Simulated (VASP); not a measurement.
# BiS (P6_3/mmc) in VASP: settings compared

BiS is run at these levels: LDA, r2SCAN; tasks: single point.

Program: VASP 6.6.1. These are calculated values, not measurements. Logs are shortened: lines on timing, memory, paths and dates and some standing lists are left out, and cuts for length are marked.

## (1) The cell of the first run

Symmetry: P6_3/mmc, No. 194, hexagonal system. The conventional cell has a = 4.253 Å, b = 4.253 Å, c = 6.938 Å, α = 90.00°, β = 90.00°, γ = 120.00°. Within 4.0 Å of Bi (site symmetry -3m) lie 6 S at 3.01 Å and 2 Bi at 3.47 Å. S (site symmetry -6m2) has 6 Bi at 3.01 Å within 4.0 Å.

## (2) Single point, LDA

Input file INCAR:

```
SYSTEM = BiS
ALGO     = Normal         ! electronic algorithm
EDIFF    = 1E-6           ! SCF threshold, eV
ENCUT    = 520            ! plane-wave cutoff, eV
ISIF     = 2              ! what is computed and relaxed
ISMEAR   = 0              ! smearing method
LASPH    = .True.         ! aspherical terms in the spheres
LCHARG   = .False.        ! write CHGCAR
LREAL    = .False.        ! projectors in reciprocal space
LWAVE    = .False.        ! write WAVECAR
NBANDS   = 29             ! bands
NELM     = 80             ! most SCF steps
PREC     = Accurate       ! precision mode
SIGMA    = 0.05           ! smearing width, eV
```

Input file KPOINTS:

```
k-points
0
Gamma
  10 10 6
  0 0 0
```

Input file POSCAR:

```
BiS
1.0
    4.2531522690      0.0000000000      0.0000000000
   -2.1265761345      3.6833379111      0.0000000000
    0.0000000000      0.0000000000      6.9376951447
Bi S
2 2
Direct
    0.0000000000      0.0000000000      0.0000000000
    0.0000000000      0.0000000000      0.5000000000
    0.3333333333      0.6666666667      0.2500000000
    0.6666666667      0.3333333333      0.7500000000
```

Potentials or basis: VASP PAW LDA potentials, release 64 (Bi_d, S).

Started as:

```bash
cat potpaw_LDA.64/Bi_d/POTCAR potpaw_LDA.64/S/POTCAR > POTCAR
mpirun -np 1 vasp_std > vasp.out
```

OUTCAR:

```text
SYSTEM = BiS
   EDIFF = 1E-6
   ENCUT = 520
   ISIF = 2
   ISMEAR = 0
   LASPH = .True.
   LREAL = .False.
   NELM = 80
   PREC = Accurate

 ion  position               nearest neighbor table
   1  0.000  0.000  0.000-   3 3.01   4 3.01   3 3.01   4 3.01   4 3.01   3 3.01   2 3.47   2 3.47

   2  0.000  0.000  0.500-   3 3.01   4 3.01   3 3.01   4 3.01   4 3.01   3 3.01   1 3.47   1 3.47

   3  0.333  0.667  0.250-   1 3.01   2 3.01   1 3.01   2 3.01   1 3.01   2 3.01
   4  0.667  0.333  0.750-   1 3.01   2 3.01   1 3.01   2 3.01   1 3.01   2 3.01

  LATTYP: Found a hexagonal cell.
 ALAT       =     4.2531522690
 C/A-ratio  =     1.6311889878

  Lattice vectors:

 A1 = (   4.2531522690,   0.0000000000,   0.0000000000)
 A2 = (  -2.1265761345,   3.6833379111,   0.0000000000)
 A3 = (   0.0000000000,   0.0000000000,   6.9376951447)

Analysis of symmetry for initial positions (statically):
=====================================================================
 Subroutine PRICEL returns:
 Original cell was already a primitive cell.

 Routine SETGRP: Setting up the symmetry group for a
 hexagonal supercell.

 Subroutine GETGRP returns: Found 24 space group operations
 (whereof 12 operations were pure point group operations)
 out of a pool of 24 trial point group operations.

The static configuration has the point symmetry D_3d.
 The point group associated with its full space group is D_6h.

Analysis of symmetry for dynamics (positions and initial velocities):
=====================================================================
 Subroutine PRICEL returns:
 Original cell was already a primitive cell.

 Routine SETGRP: Setting up the symmetry group for a
 hexagonal supercell.

 Subroutine GETGRP returns: Found 24 space group operations
 (whereof 12 operations were pure point group operations)
 out of a pool of 24 trial point group operations.

The dynamic configuration has the point symmetry D_3d.
 The point group associated with its full space group is D_6h.

 Subroutine INISYM returns: Found 24 space group operations
 (whereof 12 operations are pure point group operations),
 and found     1 'primitive' translations

----------------------------------------------------------------------------------------

                                     Primitive cell

  volume of cell :     108.6845

  direct lattice vectors                    reciprocal lattice vectors
     4.253152269  0.000000000  0.000000000     0.235119727  0.135746438  0.000000000
    -2.126576135  3.683337911  0.000000000     0.000000000  0.271492875  0.000000000
     0.000000000  0.000000000  6.937695145     0.000000000  0.000000000  0.144140090

  length of vectors
     4.253152269  4.253152269  6.937695145     0.271492875  0.271492875  0.144140090

  position of ions in fractional coordinates (direct lattice)
     0.000000000  0.000000000  0.000000000
     0.000000000  0.000000000  0.500000000
     0.333333333  0.666666667  0.250000000
     0.666666667  0.333333333  0.750000000

  ion indices of the primitive-cell ions
   primitive index   ion index
                 1           1
                 2           2
                 3           3
                 4           4

----------------------------------------------------------------------------------------

 KPOINTS: k-points

Automatic generation of k-mesh.
 Grid dimensions read from file:
 generate k-points for:   10   10    6

 Generating k-lattice:

  Cartesian coordinates                     Fractional coordinates (reciprocal lattice)
     0.023511973  0.013574644  0.000000000     0.100000000  0.000000000  0.000000000
     0.000000000  0.027149288  0.000000000     0.000000000  0.100000000  0.000000000
     0.000000000  0.000000000  0.024023348     0.000000000  0.000000000  0.166666667

  Length of vectors
     0.027149288  0.027149288  0.024023348

  Shift w.r.t. Gamma in fractional coordinates (k-lattice)
     0.000000000  0.000000000  0.000000000

 Subroutine IBZKPT returns following result:
 ===========================================

 Found     56 irreducible k-points:

 Following reciprocal coordinates:
            Coordinates               Weight
  0.000000  0.000000  0.000000      1.000000
  0.100000  0.000000  0.000000      6.000000
  0.200000  0.000000  0.000000      6.000000
  0.300000  0.000000  0.000000      6.000000
  0.400000  0.000000  0.000000      6.000000
  0.500000  0.000000  0.000000      3.000000
[... 16 lines left out ...]
  0.300000  0.100000  0.166667     24.000000
  0.400000  0.100000  0.166667     24.000000
 [... further k-points ...]
   k-points           NKPTS =     56   k-points in BZ     NKDIM =     56   number of bands    NBANDS=     29
   number of dos      NEDOS =    301   number of ions     NIONS =      4
   total plane-waves  NPLWV =  55296
   dimension x,y,z NGX =    32 NGY =   32 NGZ =   54
   dimension x,y,z NGXF=    64 NGYF=   64 NGZF=  108
   ions per type =               2   2
   NGX,Y,Z   is equivalent  to a cutoff of  12.51, 12.51, 12.94 a.u.
   NGXF,Y,Z  is equivalent  to a cutoff of  25.02, 25.02, 25.88 a.u.
 SYSTEM =  BiS
   PREC   = accura    normal or accurate (medium, high low for compatibility)
   ISTART =      0    job   : 0-new  1-cont  2-samecut
   ICHARG =      2    charge: 1-file 2-atom 10-const
   ISPIN  =      1    spin polarized calculation?
   LNONCOLLINEAR =      F non collinear calculations
   LSORBIT =      F    spin-orbit coupling
   LASPH  =      T    aspherical Exc in radial PAW
   ENCUT  =  520.0 eV  38.22 Ry    6.18 a.u.   7.91  7.91 12.90*2*pi/ulx,y,z
   NELM   =     80;   NELMIN=  2; NELMDL= -5     # of ELM steps
   EDIFF  = 0.1E-05   stopping-criterion for ELM
   LREAL  =      F    real-space projection
   EDIFFG = 0.1E-04   stopping-criterion for IOM
   NSW    =      0    number of steps for IOM
   IBRION =     -1    ionic relax: 0-MD 1-quasi-New 2-CG
   NFREE  =      0    steps in history (QN), initial steepest desc. (CG)
   ISIF   =      2    stress and relaxation
   ISYM   =      2    0-nonsym 1-usesym 2-fastsym
   POTIM  = 0.5000    time-step for ionic-motion
   TEBEG  =    0.0;   TEEND  =   0.0 temperature during run
   PSTRESS=    0.0 pullay stress
   NELECT =      42.0000    total number of electrons
   NUPDOWN=      -1.0000    fix difference up-down
   EMIN   =  10.00;   EMAX   =-10.00  energy-range for DOS
   EFERMI =   0.00;   METHOD = LEGACY
   ISMEAR =     0;   SIGMA  =   0.05  broadening in eV -4-tet -1-fermi 0-gaus
   EFERMI_NEDOS =   21; number of points for ismear=-14 and -15
   IALGO  =     38    algorithm
   IMIX   =      4    mixing-type and parameters
     AMIX     =   0.40;   BMIX     =  1.00
     AMIX_MAG =   1.60;   BMIX_MAG =  1.00
  volume/ion in A,a.u.               =      27.17       183.36
  Fermi-wavevector in a.u.,A,eV,Ry     =   1.192437  2.253379 19.346198  1.421905
  Thomas-Fermi vector in A             =   2.328475
   LORBIT       =      0    0 simple, 1 ext, 2 COOP (PROOUT), +10 PAW based schemes
   GGA     = CA    functional components
   LHFCALC =     F    Hartree Fock is set to
   AEXX    =    0.0000 exact exchange contribution
   IVDW    =     0    specifies the selected vdW correction
   LEPSILON=     F    determine dielectric tensor
   LRPA    =     F    only Hartree local field effects (RPA)
 non-spin polarized calculation
 Gauss-broadening in eV      SIGMA  =   0.05
  energy-cutoff  :      520.00
  volume of cell :      108.68
 maximum number of plane-waves:      2950
 NGX is ok and might be reduce to    32
   NGX = 15   NGY = 15   NGZ = 25

 number of electron      41.9999988 magnetization

 Free energy of the ion-electron system (eV)
  ---------------------------------------------------
  ext. energy  EPLUGINS =         0.00000000
  ---------------------------------------------------
  free energy    TOTEN  =       -18.70962981 eV

  energy without entropy =      -18.70699635  energy(sigma->0) =      -18.70831308

 E-fermi :   6.4585     XC(G=0):  -9.9755

 val. band max:        6.4494800360   @ k =   0.5000   0.0000   0.1667
 cond. band min:       6.4713330555   @ k =   0.1000   0.0000   0.5000
 fundamental gap:      0.0218530195
 Fermi energy:         6.4584845578

 k-point     1 :       0.0000    0.0000    0.0000
  band No.  band energies     occupation
      1     -17.2603      2.00000
      2     -17.1965      2.00000
      3     -17.1965      2.00000
      4     -17.1868      2.00000
      5     -17.1868      2.00000
      6     -17.1837      2.00000
[... 21 lines left out ...]
     28      12.1705      0.00000
     29      12.1705      0.00000

 k-point     2 :       0.1000    0.0000    0.0000
  band No.  band energies     occupation
      1     -17.2595      2.00000
      2     -17.1984      2.00000
      3     -17.1961      2.00000
      4     -17.1871      2.00000
      5     -17.1856      2.00000
      6     -17.1839      2.00000
[... 21 lines left out ...]
     28      11.2093      0.00000
     29      12.3597      0.00000

 k-point     3 :       0.2000    0.0000    0.0000
  band No.  band energies     occupation
      1     -17.2575      2.00000
      2     -17.2032      2.00000
      3     -17.1957      2.00000
      4     -17.1877      2.00000
      5     -17.1845      2.00000
      6     -17.1818      2.00000
[... 21 lines left out ...]
     28      11.9213      0.00000
     29      12.9055      0.00000

 k-point     4 :       0.3000    0.0000    0.0000
  band No.  band energies     occupation
      1     -17.2551      2.00000
      2     -17.2093      2.00000
      3     -17.1961      2.00000
      4     -17.1883      2.00000
      5     -17.1853      2.00000
      6     -17.1763      2.00000
[... 597 lines left out ...]
     28      12.8027      0.00000
     29      13.3635      0.00000

 k-point    23 :       0.3000    0.1000    0.1667
  band No.  band energies     occupation
      1     -17.2431      2.00000
      2     -17.2080      2.00000
      3     -17.1939      2.00000
      4     -17.1867      2.00000
      5     -17.1853      2.00000
      6     -17.1736      2.00000
[... 21 lines left out ...]
     28      12.8303      0.00000
     29      13.4631      0.00000

 k-point    24 :       0.4000    0.1000    0.1667
  band No.  band energies     occupation
      1     -17.2419      2.00000
      2     -17.2108      2.00000
      3     -17.1946      2.00000
      4     -17.1866      2.00000
      5     -17.1857      2.00000
      6     -17.1707      2.00000
[... 21 lines left out ...]
     28      12.7624      0.00000
     29      14.0584      0.00000

 [... further k-points ...]

------------------------ aborting loop because EDIFF is reached ----------------------------------------

  FORCE on cell =-STRESS in cart. coord.  units (eV):
  Direction    XX          YY          ZZ          XY          YZ          ZX
  --------------------------------------------------------------------------------------
  -------------------------------------------------------------------------------------
  Total       -2.7443450     -2.7443450     -2.9624698      0.0000000      0.0000000      0.0000000
  in kB      -40.4558730    -40.4558730    -43.6713686      0.0000000      0.0000000      0.0000000
  external PRESSURE =     -41.5277049 kB  Pullay stress =       0.0000000 kB

 VOLUME and BASIS-vectors are now :
 -----------------------------------------------------------------------------
  energy-cutoff  :      520.00
  volume of cell :      108.68
      direct lattice vectors                 reciprocal lattice vectors
     4.253152269  0.000000000  0.000000000     0.235119727  0.135746438  0.000000000
    -2.126576135  3.683337911  0.000000000     0.000000000  0.271492875  0.000000000
     0.000000000  0.000000000  6.937695145     0.000000000  0.000000000  0.144140090

 POSITION                                       TOTAL-FORCE (eV/Angst)
 -----------------------------------------------------------------------------------
      0.00000      0.00000      0.00000         0.000000     -0.000000      0.000000
      0.00000      0.00000      3.46885         0.000000     -0.000000      0.000000
     -0.00000      2.45556      1.73442        -0.000000      0.000000     -0.000000
      2.12658      1.22778      5.20327         0.000000      0.000000      0.000000
 -----------------------------------------------------------------------------------
    total drift:                                0.000000     -0.000000      0.000000

  FREE ENERGIE OF THE ION-ELECTRON SYSTEM (eV)
  ---------------------------------------------------
  free  energy   TOTEN  =       -18.7096298107 eV

  energy  without entropy=      -18.7069963518  energy(sigma->0) =      -18.70831308
```

Run time: 52 s. Hardware: 1 thread of Intel Xeon 6975P-C (Granite Rapids), shared host; peak memory 0.27 GiB.

What came out:

| Quantity | Value |
| --- | --- |
| Free energy | -18.7096 eV |
| Pressure | -4.2 GPa |
| Band gap on the k mesh | zero (bands 21 and 22 overlap by 2.04 eV) |

Levels at points of the mesh, in eV from the Fermi level:
```csv
k point,band 18,band 19,band 20,band 21,band 22,band 23,band 24,band 25
"(0.00, 0.00, 0.00)",-2.86,-2.86,-2.35,-1.71,0.90,0.90,0.92,0.92
"(0.50, 0.00, 0.00)",-2.87,-2.74,-2.35,-1.68,-0.32,1.38,1.99,3.05
"(0.00, 0.00, 0.50)",-3.17,-3.11,-3.11,0.47,0.47,0.77,0.77,0.77
"(0.50, 0.00, 0.50)",-4.02,-3.86,-3.86,0.68,0.68,1.38,1.38,1.53
```

Caveat: the cell stands under tension; spin-orbit coupling is left out, which moves the levels of the heavy elements.

(Continued in part 2 of 2.)
